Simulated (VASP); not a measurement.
# Al4Ru3 (R-3m) in VASP: single point with PBE

Aim: the single point of Al4Ru3 with PBE.

Program: VASP 6.6.1. These are calculated values, not measurements. Logs are shortened: lines on timing, memory, paths and dates and some standing lists are left out, and cuts for length are marked.

## (1) The cell of the first run

It takes space group R-3m (No. 166, trigonal). Conventional cell: a = 4.234 Å, b = 4.234 Å, c = 20.323 Å, α = 90.00°, β = 90.00°, γ = 120.00°. Within 3.3 Å of Al (site symmetry 3m) lie 5 Ru at 2.49 to 2.59 Å and 6 Al at 2.94 to 2.96 Å. Al (site symmetry 3m) has 7 Ru at 2.58 to 2.61 Å and 6 Al at 2.96 to 3.03 Å within 3.4 Å. Ru (site symmetry 3m) has 8 Al at 2.49 to 2.61 Å and 3 Ru at 2.99 Å within 3.3 Å. Within 3.4 Å of Ru (site symmetry -3m) lie 8 Al at 2.57 to 2.60 Å and 6 Ru at 2.99 Å.

## (2) Single point, PBE

Input file INCAR:

```
PREC     = Accurate       # precision mode
ENCUT    = 520            # plane-wave cutoff, eV
EDIFF    = 1E-7           # SCF threshold, eV
ISMEAR   = 0              # smearing method
SIGMA    = 0.2            # smearing width, eV
LREAL    = False          # projectors in reciprocal space
LASPH    = True           # aspherical terms in the spheres
NELM     = 100            # most SCF steps
ALGO     = Normal         # electronic algorithm
ISIF     = 2              # what is computed and relaxed
LWAVE    = False          # write WAVECAR
LCHARG   = False          # write CHGCAR
GGA      = PE             # functional
NBANDS   = 36             # bands
```

Input file KPOINTS:

```
Automatic mesh
0
Gamma
  5 5 5
```

Input file POSCAR:

```
Al4Ru3
1.0
    2.1172020420      1.2223671689      6.7741978447
   -2.1172020420      1.2223671689      6.7741978447
    0.0000000000     -2.4447343377      6.7741978447
Al Ru
4 3
Direct
    0.6263275193      0.6263275193      0.6263275193
    0.3736724807      0.3736724807      0.3736724807
    0.1227012960      0.1227012960      0.1227012960
    0.8772987040      0.8772987040      0.8772987040
    0.7489761522      0.7489761522      0.7489761522
    0.2510238478      0.2510238478      0.2510238478
    0.5000000000      0.5000000000      0.5000000000
```

Potentials or basis: VASP PAW PBE potentials, release 64 (Al, Ru_pv).

On the command line:

```bash
$ cat potpaw_PBE.64/Al/POTCAR potpaw_PBE.64/Ru_pv/POTCAR > POTCAR
$ mpirun -np 1 vasp_std > vasp.out
```

OUTCAR:

```text
PREC = Accurate
   ENCUT = 520
   EDIFF = 1E-7
   ISMEAR = 0
   LREAL = False
   LASPH = True
   NELM = 100
   ISIF = 2
   GGA = PE

 ion  position               nearest neighbor table
   1  0.626  0.626  0.626-   5 2.49   7 2.57   6 2.59   6 2.59   6 2.59   2 2.94   2 2.94   2 2.94
                             4 2.96   4 2.96   4 2.96
   2  0.374  0.374  0.374-   6 2.49   7 2.57   5 2.59   5 2.59   5 2.59   1 2.94   1 2.94   1 2.94
                             3 2.96   3 2.96   3 2.96
   3  0.123  0.123  0.123-   5 2.58   5 2.58   5 2.58   7 2.60   7 2.60   7 2.60   6 2.61   2 2.96
                             2 2.96   2 2.96   4 3.03   4 3.03   4 3.03
   4  0.877  0.877  0.877-   6 2.58   6 2.58   6 2.58   7 2.60   7 2.60   7 2.60   5 2.61   1 2.96
                             1 2.96   1 2.96   3 3.03   3 3.03   3 3.03
   5  0.749  0.749  0.749-   1 2.49   3 2.58   3 2.58   3 2.58   2 2.59   2 2.59   2 2.59   4 2.61
                             7 2.99   7 2.99   7 2.99
   6  0.251  0.251  0.251-   2 2.49   4 2.58   4 2.58   4 2.58   1 2.59   1 2.59   1 2.59   3 2.61
                             7 2.99   7 2.99   7 2.99
   7  0.500  0.500  0.500-   1 2.57   2 2.57   3 2.60   4 2.60   3 2.60   3 2.60   4 2.60   4 2.60
                             6 2.99   5 2.99   6 2.99   5 2.99   6 2.99   5 2.99

  LATTYP: Found a trigonal (rhomboedric) cell.
 ALAT       =     7.2018388222
 COS(alpha) =     0.8271506269

  Lattice vectors:

 A1 = (   2.1172020420,   1.2223671689,   6.7741978447)
 A2 = (  -2.1172020420,   1.2223671689,   6.7741978447)
 A3 = (   0.0000000000,  -2.4447343377,   6.7741978447)

Analysis of symmetry for initial positions (statically):
=====================================================================
 Subroutine PRICEL returns:
 Original cell was already a primitive cell.

 Routine SETGRP: Setting up the symmetry group for a
 trigonal (rhombohedral) supercell.

 Subroutine GETGRP returns: Found 12 space group operations
 (whereof 12 operations were pure point group operations)
 out of a pool of 12 trial point group operations.

The static configuration has the point symmetry D_3d.

Analysis of symmetry for dynamics (positions and initial velocities):
=====================================================================
 Subroutine PRICEL returns:
 Original cell was already a primitive cell.

 Routine SETGRP: Setting up the symmetry group for a
 trigonal (rhombohedral) supercell.

 Subroutine GETGRP returns: Found 12 space group operations
 (whereof 12 operations were pure point group operations)
 out of a pool of 12 trial point group operations.

The dynamic configuration has the point symmetry D_3d.

 Subroutine INISYM returns: Found 12 space group operations
 (whereof 12 operations are pure point group operations),
 and found     1 'primitive' translations

----------------------------------------------------------------------------------------

                                     Primitive cell

  volume of cell :     105.1897

  direct lattice vectors                    reciprocal lattice vectors
     2.117202042  1.222367169  6.774197845     0.236160740  0.136347467  0.049206318
    -2.117202042  1.222367169  6.774197845    -0.236160740  0.136347467  0.049206318
     0.000000000 -2.444734338  6.774197845     0.000000000 -0.272694933  0.049206318

  length of vectors
     7.201838822  7.201838822  7.201838822     0.277098878  0.277098878  0.277098878

  position of ions in fractional coordinates (direct lattice)
     0.626327519  0.626327519  0.626327519
     0.373672481  0.373672481  0.373672481
     0.122701296  0.122701296  0.122701296
     0.877298704  0.877298704  0.877298704
     0.748976152  0.748976152  0.748976152
     0.251023848  0.251023848  0.251023848
     0.500000000  0.500000000  0.500000000

  ion indices of the primitive-cell ions
   primitive index   ion index
                 1           1
                 2           2
                 3           3
                 4           4
                 5           5
                 6           6
                 7           7

----------------------------------------------------------------------------------------

 KPOINTS: Automatic mesh

Automatic generation of k-mesh.
 Grid dimensions read from file:
 generate k-points for:    5    5    5

 Generating k-lattice:

  Cartesian coordinates                     Fractional coordinates (reciprocal lattice)
     0.047232148  0.027269493  0.009841264     0.200000000  0.000000000  0.000000000
    -0.047232148  0.027269493  0.009841264     0.000000000  0.200000000  0.000000000
     0.000000000 -0.054538987  0.009841264     0.000000000  0.000000000  0.200000000

  Length of vectors
     0.055419776  0.055419776  0.055419776

  Shift w.r.t. Gamma in fractional coordinates (k-lattice)
     0.000000000  0.000000000  0.000000000

 Subroutine IBZKPT returns following result:
 ===========================================

 Found     19 irreducible k-points:

 Following reciprocal coordinates:
            Coordinates               Weight
  0.000000  0.000000  0.000000      1.000000
  0.200000 -0.000000  0.000000      6.000000
  0.400000  0.000000  0.000000      6.000000
  0.200000  0.200000  0.000000      6.000000
  0.400000  0.200000  0.000000     12.000000
 -0.400000  0.200000 -0.000000     12.000000
[... 11 lines left out ...]
  0.400000  0.400000  0.400000      2.000000
 -0.400000  0.400000  0.400000      6.000000
   k-points           NKPTS =     19   k-points in BZ     NKDIM =     19   number of bands    NBANDS=     36
   number of dos      NEDOS =    301   number of ions     NIONS =      7
   total plane-waves  NPLWV = 157464
   dimension x,y,z NGX =    54 NGY =   54 NGZ =   54
   dimension x,y,z NGXF=   108 NGYF=  108 NGZF=  108
   ions per type =               4   3
   NGX,Y,Z   is equivalent  to a cutoff of  12.47, 12.47, 12.47 a.u.
   NGXF,Y,Z  is equivalent  to a cutoff of  24.93, 24.93, 24.93 a.u.
 SYSTEM =  unknown system
   PREC   = accura    normal or accurate (medium, high low for compatibility)
   ISTART =      0    job   : 0-new  1-cont  2-samecut
   ICHARG =      2    charge: 1-file 2-atom 10-const
   ISPIN  =      1    spin polarized calculation?
   LNONCOLLINEAR =      F non collinear calculations
   LSORBIT =      F    spin-orbit coupling
   LASPH  =      T    aspherical Exc in radial PAW
   ENCUT  =  520.0 eV  38.22 Ry    6.18 a.u.  13.39 13.39 13.39*2*pi/ulx,y,z
   NELM   =    100;   NELMIN=  2; NELMDL= -5     # of ELM steps
   EDIFF  = 0.1E-06   stopping-criterion for ELM
   LREAL  =      F    real-space projection
   EDIFFG = 0.1E-05   stopping-criterion for IOM
   NSW    =      0    number of steps for IOM
   IBRION =     -1    ionic relax: 0-MD 1-quasi-New 2-CG
   NFREE  =      0    steps in history (QN), initial steepest desc. (CG)
   ISIF   =      2    stress and relaxation
   ISYM   =      2    0-nonsym 1-usesym 2-fastsym
   POTIM  = 0.5000    time-step for ionic-motion
   TEBEG  =    0.0;   TEEND  =   0.0 temperature during run
   PSTRESS=    0.0 pullay stress
   NELECT =      54.0000    total number of electrons
   NUPDOWN=      -1.0000    fix difference up-down
   EMIN   =  10.00;   EMAX   =-10.00  energy-range for DOS
   EFERMI =   0.00;   METHOD = LEGACY
   ISMEAR =     0;   SIGMA  =   0.20  broadening in eV -4-tet -1-fermi 0-gaus
   EFERMI_NEDOS =   21; number of points for ismear=-14 and -15
   IALGO  =     38    algorithm
   IMIX   =      4    mixing-type and parameters
     AMIX     =   0.40;   BMIX     =  1.00
     AMIX_MAG =   1.60;   BMIX_MAG =  1.00
  volume/ion in A,a.u.               =      15.03       101.41
  Fermi-wavevector in a.u.,A,eV,Ry     =   1.310836  2.477121 23.378771  1.718291
  Thomas-Fermi vector in A             =   2.441339
   LORBIT       =      0    0 simple, 1 ext, 2 COOP (PROOUT), +10 PAW based schemes
   GGA     = PE    functional components
   LHFCALC =     F    Hartree Fock is set to
   AEXX    =    0.0000 exact exchange contribution
   IVDW    =     0    specifies the selected vdW correction
   LEPSILON=     F    determine dielectric tensor
   LRPA    =     F    only Hartree local field effects (RPA)
 non-spin polarized calculation
 Gauss-broadening in eV      SIGMA  =   0.20
  energy-cutoff  :      520.00
  volume of cell :      105.19
 maximum number of plane-waves:      2851
 NGX is ok and might be reduce to    54
   NGX = 27   NGY = 27   NGZ = 27

 number of electron      54.0000001 magnetization

 Free energy of the ion-electron system (eV)
  ---------------------------------------------------
  ext. energy  EPLUGINS =         0.00000000
  ---------------------------------------------------
  free energy    TOTEN  =       -46.14046252 eV

  energy without entropy =      -46.06563003  energy(sigma->0) =      -46.10304627

 E-fermi :   9.0946     XC(G=0): -11.6437

 val. band max:        9.0795246415   @ k =  -0.4000  -0.4000   0.2000
 cond. band min:       9.1131436107   @ k =  -0.4000   0.4000   0.2000
 fundamental gap:      0.0336189692
 Fermi energy:         9.0946034733

 k-point     1 :       0.0000    0.0000    0.0000
  band No.  band energies     occupation
      1     -32.9553      2.00000
      2     -32.8873      2.00000
      3     -32.8873      2.00000
      4     -32.7273      2.00000
      5     -32.7051      2.00000
      6     -32.6836      2.00000
[... 28 lines left out ...]
     35      14.6144      0.00000
     36      14.6144      0.00000

 k-point     2 :       0.2000   -0.0000    0.0000
  band No.  band energies     occupation
      1     -32.9581      2.00000
      2     -32.8964      2.00000
      3     -32.8907      2.00000
      4     -32.7192      2.00000
      5     -32.7101      2.00000
      6     -32.6838      2.00000
[... 28 lines left out ...]
     35      14.6272      0.00000
     36      15.6735      0.00000
[... 622 lines left out ...]
     35      14.5689      0.00000
     36      14.5935      0.00000

 k-point    19 :      -0.4000    0.4000    0.4000
  band No.  band energies     occupation
      1     -32.9579      2.00000
      2     -32.8961      2.00000
      3     -32.8908      2.00000
      4     -32.7183      2.00000
      5     -32.7127      2.00000
      6     -32.6830      2.00000
[... 28 lines left out ...]
     35      14.4309      0.00000
     36      14.7124      0.00000

------------------------ aborting loop because EDIFF is reached ----------------------------------------

  FORCE on cell =-STRESS in cart. coord.  units (eV):
  Direction    XX          YY          ZZ          XY          YZ          ZX
  --------------------------------------------------------------------------------------
  -------------------------------------------------------------------------------------
  Total        0.0682883      0.0682883      0.0778759      0.0000000      0.0000000      0.0000000
  in kB        1.0401214      1.0401214      1.1861526      0.0000000      0.0000000      0.0000000
  external PRESSURE =       1.0887985 kB  Pullay stress =       0.0000000 kB

 VOLUME and BASIS-vectors are now :
 -----------------------------------------------------------------------------
  energy-cutoff  :      520.00
  volume of cell :      105.19
      direct lattice vectors                 reciprocal lattice vectors
     2.117202042  1.222367169  6.774197845     0.236160740  0.136347467  0.049206318
    -2.117202042  1.222367169  6.774197845    -0.236160740  0.136347467  0.049206318
     0.000000000 -2.444734338  6.774197845     0.000000000 -0.272694933  0.049206318

 POSITION                                       TOTAL-FORCE (eV/Angst)
 -----------------------------------------------------------------------------------
      0.00000      0.00000     12.72860         0.000000      0.000000      0.015166
      0.00000      0.00000      7.59399         0.000000     -0.000000     -0.015166
      0.00000      0.00000      2.49361         0.000000     -0.000000     -0.002760
      0.00000      0.00000     17.82898         0.000000      0.000000      0.002760
      0.00000      0.00000     15.22114         0.000000      0.000000      0.003990
      0.00000      0.00000      5.10146         0.000000     -0.000000     -0.003990
      0.00000      0.00000     10.16130         0.000000      0.000000      0.000000
 -----------------------------------------------------------------------------------
    total drift:                               -0.000000     -0.000000      0.000000

  FREE ENERGIE OF THE ION-ELECTRON SYSTEM (eV)
  ---------------------------------------------------
  free  energy   TOTEN  =       -46.1404625209 eV

  energy  without entropy=      -46.0656300280  energy(sigma->0) =      -46.10304627
```

Wall time 5.9 min (1 thread of Intel Xeon Platinum 8375C at 2.90GHz (Ice Lake), shared host); peak memory 0.41 GiB.

Results:

* Free energy: -46.1405 eV
* Pressure: 0.1 GPa
* Largest force: 0.015 eV/Å
* Band gap on the k mesh: zero (bands 27 and 28 overlap by 1.34 eV)

Forces in eV/Å, atoms in the order of the input:
```
Al   0.000  0.000  0.015
Al   0.000  0.000 -0.015
Al   0.000  0.000 -0.003
Al   0.000  0.000  0.003
Ru   0.000  0.000  0.004
Ru   0.000  0.000 -0.004
Ru   0.000  0.000  0.000
```
